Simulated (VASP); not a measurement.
Input of a VASP 6.6.1 run:

Contents of INCAR:

```
ALGO = Normal ; EDIFF = 1E-6
ENCUT = 520 ; GGA = RE
ISIF = 2 ; ISMEAR = -1
LASPH = True ; LCHARG = False
LREAL = False ; LWAVE = False
NBANDS = 10 ; NELM = 100
PREC = Accurate ; SIGMA = 0.1
```

File KPOINTS:

```
k-points
0
Gamma
  15 15 15
```

Contents of POSCAR:

```
Fe
1.0
    2.3127522488      0.0000000000      0.0000000000
    0.0000000000      2.3127522488      0.0000000000
    0.0000000000      0.0000000000      2.3127522488
Fe
1
Direct
    0.0000000000      0.0000000000      0.0000000000
```

Potentials or basis: VASP PAW PBE potentials, release 64 (Fe).

The run is started by

```console
$ cat potpaw_PBE.64/Fe/POTCAR > POTCAR
$ mpirun -np 1 vasp_std > vasp.out
```

Task: Estimate the pressure.

Result: -7.6 GPa.

Task: Estimate the band gap on the k mesh.

Result: Zero (band 4 reaches 7.15 eV, above the bottom of band 5 at 4.68 eV).

Caveat: the PAW data sets were made with another functional, which shifts forces and pressure a little; the run has no spin polarisation, though such a crystal can be magnetic. Spin polarisation is off, so any magnetic state and its effect on volume and gap are missing.
